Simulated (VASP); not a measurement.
# Ta4O (P4/mmm) in VASP: further runs, part 2 of 3

VASP 6.6.1. Earlier steps stand in the parts before.

## (3) Single point, PBEsol+U

File INCAR:

```
ALGO = Normal
EDIFF = 1E-6
ENCUT = 520
GGA = PS
ISIF = 2
ISMEAR = -1
LASPH = True
LCHARG = False
LDAU = True
LDAUJ = 0 0
LDAUL = 2 -1
LDAUPRINT = 1
LDAUTYPE = 2
LDAUU = 1 0
LMAXMIX = 4
LREAL = False
LWAVE = False
NBANDS = 33
NELM = 150
PREC = Accurate
SIGMA = 0.05
```

File KPOINTS:

```
k-points
0
Gamma
  8 8 4
```

File POSCAR:

```
Ta4O
1.0
    3.2574970000      0.0000000000      0.0000000000
    0.0000000000      3.2574970000      0.0000000000
    0.0000000000      0.0000000000      7.4093410000
Ta O
4 1
Direct
    0.0000000000      0.0000000000      0.0000000000
    0.5000000000      0.5000000000      0.2168420000
    0.5000000000      0.5000000000      0.7831580000
    0.0000000000      0.0000000000      0.5000000000
    0.5000000000      0.5000000000      0.5000000000
```

Potentials or basis: VASP PAW PBE potentials, release 64 (Ta_pv, O).

Run with:

```
cat potpaw_PBE.64/Ta_pv/POTCAR potpaw_PBE.64/O/POTCAR > POTCAR
mpirun -np 1 vasp_std > vasp.out
```

Run time: 43 s. Hardware: 1 thread of Intel Xeon Platinum 8559C (Emerald Rapids), shared host; peak memory 0.23 GiB.

It converged, with:

| Item | Value |
| --- | --- |
| Free energy | -54.9055 eV |
| Pressure | -4.9 GPa |
| Largest force | 0.095 eV/Å |
| Band gap on the k mesh | zero (band 25 reaches 6.76 eV, above the bottom of band 26 at 5.95 eV) |

Forces on the atoms (eV/Å):
```
Ta   0.000  0.000  0.000
Ta   0.000  0.000  0.095
Ta   0.000  0.000 -0.095
Ta   0.000  0.000  0.000
O    0.000  0.000  0.000
```

Stress tensor (GPa, compression positive):
```
-4.60  0.00  0.00
 0.00 -4.60  0.00
 0.00  0.00 -5.50
```

Levels at points of the mesh, in eV from the Fermi level:
```tsv
k point	band 22	band 23	band 24	band 25	band 26	band 27	band 28	band 29
(0.00, 0.00, 0.00)	-1.51	-0.47	-0.47	-0.32	0.56	1.03	1.03	1.35
(0.50, 0.00, 0.00)	-1.15	-0.91	-0.66	0.18	0.91	0.93	1.25	1.70
(0.50, 0.50, 0.00)	-1.52	-1.52	-0.68	-0.68	1.71	2.45	2.66	2.66
(0.00, 0.00, 0.50)	-0.54	-0.54	-0.53	0.07	0.70	0.70	0.86	1.10
(0.50, 0.00, 0.50)	-1.16	-0.99	-0.70	-0.44	1.01	1.28	1.61	1.83
(0.50, 0.50, 0.50)	-1.69	-1.69	-0.03	-0.03	1.70	1.87	1.87	2.97
```

Eigenvalues of the final occupation matrices:
| site | spin | trace | eigenvalues |
| --- | --- | --- | --- |
| site 1 d | 1 | 1.24 | 0.16 0.19 0.30 0.30 0.30 |
| site 1 d | 2 | 1.24 | 0.16 0.19 0.30 0.30 0.30 |
| site 2 d | 1 | 1.18 | 0.20 0.22 0.25 0.25 0.26 |
| site 2 d | 2 | 1.18 | 0.20 0.22 0.25 0.25 0.26 |
| site 3 d | 1 | 1.18 | 0.20 0.22 0.25 0.25 0.26 |
| site 3 d | 2 | 1.18 | 0.20 0.22 0.25 0.25 0.26 |
| site 4 d | 1 | 1.18 | 0.11 0.16 0.25 0.33 0.33 |
| site 4 d | 2 | 1.18 | 0.11 0.16 0.25 0.33 0.33 |

Caveat: the PAW data sets were made with another functional, which shifts forces and pressure a little; spin-orbit coupling is left out, which moves the levels of the heavy elements; U without spin polarisation on a metal has little footing.

## (4) Single point, PBEsol+U

File INCAR:

```
PREC = Accurate
ENCUT = 520
EDIFF = 1E-6
ISMEAR = -1
SIGMA = 0.05
LREAL = F
LASPH = T
NELM = 150
ALGO = Normal
ISIF = 2
LWAVE = F
LCHARG = F
LMAXMIX = 4
LDAU = T
LDAUTYPE = 2
LDAUL = 2 -1
LDAUU = 2 0
LDAUJ = 0 0
LDAUPRINT = 1
GGA = PS
NBANDS = 33
```

File KPOINTS:

```
regular mesh
0
Gamma
  8 8 4
```

POSCAR is that of step 3.

Potentials or basis: VASP PAW PBE potentials, release 64 (Ta_pv, O).

Run with:

```
cat potpaw_PBE.64/Ta_pv/POTCAR potpaw_PBE.64/O/POTCAR > POTCAR
mpirun -np 1 vasp_std > vasp.out
```

OUTCAR:

```text
PREC = Accurate
   ENCUT = 520
   EDIFF = 1E-6
   ISMEAR = -1
   LREAL = F
   LASPH = T
   NELM = 150
   ISIF = 2
   GGA = PS

 ion  position               nearest neighbor table
   1  0.000  0.000  0.000-   2 2.81   3 2.81   2 2.81   3 2.81   2 2.81   3 2.81   2 2.81   3 2.81

   2  0.500  0.500  0.217-   5 2.10   1 2.81   1 2.81   1 2.81   1 2.81   4 3.12   4 3.12   4 3.12
                             4 3.12   3 3.21
   3  0.500  0.500  0.783-   5 2.10   1 2.81   1 2.81   1 2.81   1 2.81   4 3.12   4 3.12   4 3.12
                             4 3.12   2 3.21
   4  0.000  0.000  0.500-   5 2.30   5 2.30   5 2.30   5 2.30   3 3.12   3 3.12   2 3.12   3 3.12
                             2 3.12   2 3.12   3 3.12   2 3.12
   5  0.500  0.500  0.500-   2 2.10   3 2.10   4 2.30   4 2.30   4 2.30   4 2.30

  LATTYP: Found a simple tetragonal cell.
 ALAT       =     3.2574970000
 C/A-ratio  =     2.2745503680

  Lattice vectors:

 A1 = (   3.2574970000,   0.0000000000,   0.0000000000)
 A2 = (   0.0000000000,   3.2574970000,   0.0000000000)
 A3 = (   0.0000000000,   0.0000000000,   7.4093410000)

Analysis of symmetry for initial positions (statically):
=====================================================================
 Subroutine PRICEL returns:
 Original cell was already a primitive cell.

 Routine SETGRP: Setting up the symmetry group for a
 simple tetragonal supercell.

 Subroutine GETGRP returns: Found 16 space group operations
 (whereof 16 operations were pure point group operations)
 out of a pool of 16 trial point group operations.

The static configuration has the point symmetry D_4h.

Analysis of symmetry for dynamics (positions and initial velocities):
=====================================================================
 Subroutine PRICEL returns:
 Original cell was already a primitive cell.

 Routine SETGRP: Setting up the symmetry group for a
 simple tetragonal supercell.

 Subroutine GETGRP returns: Found 16 space group operations
 (whereof 16 operations were pure point group operations)
 out of a pool of 16 trial point group operations.

The dynamic configuration has the point symmetry D_4h.

 Subroutine INISYM returns: Found 16 space group operations
 (whereof 16 operations are pure point group operations),
 and found     1 'primitive' translations

----------------------------------------------------------------------------------------

                                     Primitive cell

  volume of cell :      78.6226

  direct lattice vectors                    reciprocal lattice vectors
     3.257497000  0.000000000  0.000000000     0.306984166  0.000000000  0.000000000
     0.000000000  3.257497000  0.000000000     0.000000000  0.306984166  0.000000000
     0.000000000  0.000000000  7.409341000     0.000000000  0.000000000  0.134964769

  length of vectors
[... 89 lines left out ...]
   LREAL  =      F    real-space projection
   EDIFFG = 0.1E-04   stopping-criterion for IOM
   NSW    =      0    number of steps for IOM
   IBRION =     -1    ionic relax: 0-MD 1-quasi-New 2-CG
   NFREE  =      0    steps in history (QN), initial steepest desc. (CG)
   ISIF   =      2    stress and relaxation
   ISYM   =      2    0-nonsym 1-usesym 2-fastsym
   POTIM  = 0.5000    time-step for ionic-motion
   TEBEG  =    0.0;   TEEND  =   0.0 temperature during run
   PSTRESS=    0.0 pullay stress
   NELECT =      50.0000    total number of electrons
   NUPDOWN=      -1.0000    fix difference up-down
   EMIN   =  10.00;   EMAX   =-10.00  energy-range for DOS
   EFERMI =   0.00;   METHOD = LEGACY
   ISMEAR =    -1;   SIGMA  =   0.05  broadening in eV -4-tet -1-fermi 0-gaus
   EFERMI_NEDOS =   21; number of points for ismear=-14 and -15
   IALGO  =     38    algorithm
   IMIX   =      4    mixing-type and parameters
     AMIX     =   0.40;   BMIX     =  1.00
     AMIX_MAG =   1.60;   BMIX_MAG =  1.00
  volume/ion in A,a.u.               =      15.72       106.11
  Fermi-wavevector in a.u.,A,eV,Ry     =   1.407826  2.660405 26.966391  1.981974
  Thomas-Fermi vector in A             =   2.530046
   LORBIT       =      0    0 simple, 1 ext, 2 COOP (PROOUT), +10 PAW based schemes
 LDA+U is selected, type is set to LDAUTYPE =  2
   angular momentum for each species LDAUL =     2   -1
   U (eV)           for each species LDAUU =   2.0  0.0
   J (eV)           for each species LDAUJ =   0.0  0.0
   GGA     = PS    functional components
   LHFCALC =     F    Hartree Fock is set to
   AEXX    =    0.0000 exact exchange contribution
   IVDW    =     0    specifies the selected vdW correction
   LEPSILON=     F    determine dielectric tensor
   LRPA    =     F    only Hartree local field effects (RPA)
 non-spin polarized calculation
  energy-cutoff  :      520.00
  volume of cell :       78.62
 maximum number of plane-waves:      2144
   NGX = 13   NGY = 13   NGZ = 27

atom =   1  type =  1  l = 2

 onsite density matrix

spin component  1
[... 116 lines left out ...]
  o =  0.1082  v =  1.0000  0.0000  0.0000  0.0000  0.0000  0.0000  0.0000  0.0000  0.0000  0.0000      0.0000  0.0000  0.0000  0.0000  0.0000  0.0000  0.0000  0.0000  0.0000  0.0000
  o =  0.1082  v =  0.0000  0.0000  0.0000  0.0000  0.0000  1.0000  0.0000  0.0000  0.0000  0.0000      0.0000  0.0000  0.0000  0.0000  0.0000  0.0000  0.0000  0.0000  0.0000  0.0000
  o =  0.1557  v =  0.0000  0.0000 -1.0000  0.0000 -0.0000  0.0000  0.0000  0.0000  0.0000  0.0000      0.0000  0.0000  0.0000  0.0000  0.0000  0.0000  0.0000  0.0000  0.0000  0.0000
  o =  0.1557  v =  0.0000  0.0000  0.0000  0.0000  0.0000  0.0000  0.0000 -1.0000  0.0000 -0.0000      0.0000  0.0000  0.0000  0.0000  0.0000  0.0000  0.0000  0.0000  0.0000  0.0000
  o =  0.2460  v =  0.0000 -0.0000  0.0000  0.0000 -1.0000  0.0000  0.0000  0.0000  0.0000  0.0000      0.0000  0.0000  0.0000  0.0000  0.0000  0.0000  0.0000  0.0000  0.0000  0.0000
  o =  0.2460  v =  0.0000  0.0000  0.0000  0.0000  0.0000  0.0000 -0.0000  0.0000  0.0000 -1.0000      0.0000  0.0000  0.0000  0.0000  0.0000  0.0000  0.0000  0.0000  0.0000  0.0000
  o =  0.3270  v =  0.0000  0.0000  0.0000  0.0000  0.0000  0.0000 -0.1355 -0.0000 -0.9908  0.0000      0.0000  0.0000  0.0000  0.0000  0.0000  0.0000  0.0000  0.0000  0.0000  0.0000
  o =  0.3270  v =  0.0000 -0.1355 -0.0000 -0.9908  0.0000  0.0000  0.0000  0.0000  0.0000  0.0000      0.0000  0.0000  0.0000  0.0000  0.0000  0.0000  0.0000  0.0000  0.0000  0.0000
  o =  0.3270  v =  0.0000  0.9908  0.0000 -0.1355 -0.0000  0.0000  0.0000  0.0000  0.0000  0.0000      0.0000  0.0000  0.0000  0.0000  0.0000  0.0000  0.0000  0.0000  0.0000  0.0000
  o =  0.3270  v =  0.0000  0.0000  0.0000  0.0000  0.0000  0.0000  0.9908  0.0000 -0.1355 -0.0000      0.0000  0.0000  0.0000  0.0000  0.0000  0.0000  0.0000  0.0000  0.0000  0.0000

 number of electron      50.0000004 magnetization

 Free energy of the ion-electron system (eV)
  ---------------------------------------------------
  ext. energy  EPLUGINS =         0.00000000
  ---------------------------------------------------
  free energy    TOTEN  =       -51.34991032 eV

  energy without entropy =      -51.33284446  energy(sigma->0) =      -51.34137739

 E-fermi :   6.5054     XC(G=0): -12.7423

 val. band max:        6.4813303927   @ k =   0.3750   0.0000   0.5000
 cond. band min:       6.5160977105   @ k =   0.5000   0.2500   0.0000
 fundamental gap:      0.0347673178
 Fermi energy:         6.5054068411

 k-point     1 :       0.0000    0.0000    0.0000
  band No.  band energies     occupation
      1     -29.4603      2.00000
      2     -29.4603      2.00000
      3     -29.0480      2.00000
      4     -28.4965      2.00000
      5     -28.3680      2.00000
      6     -28.1553      2.00000
[... 853 lines left out ...]
     32      10.0877      0.00000
     33      10.5646      0.00000

 [... further k-points ...]
[... 5 lines left out ...]
  --------------------------------------------------------------------------------------
  -------------------------------------------------------------------------------------
  Total       -0.7179667     -0.7179667     -1.3931088      0.0000000      0.0000000      0.0000000
  in kB      -14.6307731    -14.6307731    -28.3888620      0.0000000      0.0000000      0.0000000
  external PRESSURE =     -19.2168028 kB  Pullay stress =       0.0000000 kB

 VOLUME and BASIS-vectors are now :
 -----------------------------------------------------------------------------
  energy-cutoff  :      520.00
  volume of cell :       78.62
      direct lattice vectors                 reciprocal lattice vectors
     3.257497000  0.000000000  0.000000000     0.306984166  0.000000000  0.000000000
     0.000000000  3.257497000  0.000000000     0.000000000  0.306984166  0.000000000
     0.000000000  0.000000000  7.409341000     0.000000000  0.000000000  0.134964769

 POSITION                                       TOTAL-FORCE (eV/Angst)
 -----------------------------------------------------------------------------------
      0.00000      0.00000      0.00000         0.000000      0.000000      0.000000
      1.62875      1.62875      1.60666         0.000000      0.000000      0.206705
      1.62875      1.62875      5.80268         0.000000     -0.000000     -0.206705
      0.00000      0.00000      3.70467         0.000000      0.000000      0.000000
      1.62875      1.62875      3.70467         0.000000      0.000000      0.000000
 -----------------------------------------------------------------------------------
    total drift:                                0.000000     -0.000000      0.000000

  FREE ENERGIE OF THE ION-ELECTRON SYSTEM (eV)
  ---------------------------------------------------
  free  energy   TOTEN  =       -51.3499103165 eV

  energy  without entropy=      -51.3328444599  energy(sigma->0) =      -51.34137739
```

Wall time 40 s (1 thread of Intel Xeon Platinum 8559C (Emerald Rapids), shared host); peak memory 0.23 GiB.

Results:

```yaml
Free_energy: -51.3499 eV
Pressure: -1.9 GPa
Largest_force: 0.207 eV/Å
Band_gap_on_the_k_mesh: zero (band 25 reaches 6.91 eV, above the bottom of band 26 at 6.10 eV)
```

Forces in eV/Å, atoms in the order of the input:
```
Ta   0.000  0.000  0.000
Ta   0.000  0.000  0.207
Ta   0.000  0.000 -0.207
Ta   0.000  0.000  0.000
O    0.000  0.000  0.000
```

Eigenvalues of the final occupation matrices:
```tsv
site	spin	trace	eigenvalues
site 1 d	1	1.22	0.15 0.18 0.29 0.29 0.30
site 1 d	2	1.22	0.15 0.18 0.29 0.29 0.30
site 2 d	1	1.16	0.20 0.21 0.25 0.25 0.25
site 2 d	2	1.16	0.20 0.21 0.25 0.25 0.25
site 3 d	1	1.16	0.20 0.21 0.25 0.25 0.25
site 3 d	2	1.16	0.20 0.21 0.25 0.25 0.25
site 4 d	1	1.16	0.11 0.16 0.25 0.33 0.33
site 4 d	2	1.16	0.11 0.16 0.25 0.33 0.33
```

Caveat: the PAW data sets were made with another functional, which shifts forces and pressure a little; spin-orbit coupling is left out, which moves the levels of the heavy elements; U without spin polarisation on a metal has little footing.

(Continued in part 3 of 3.)
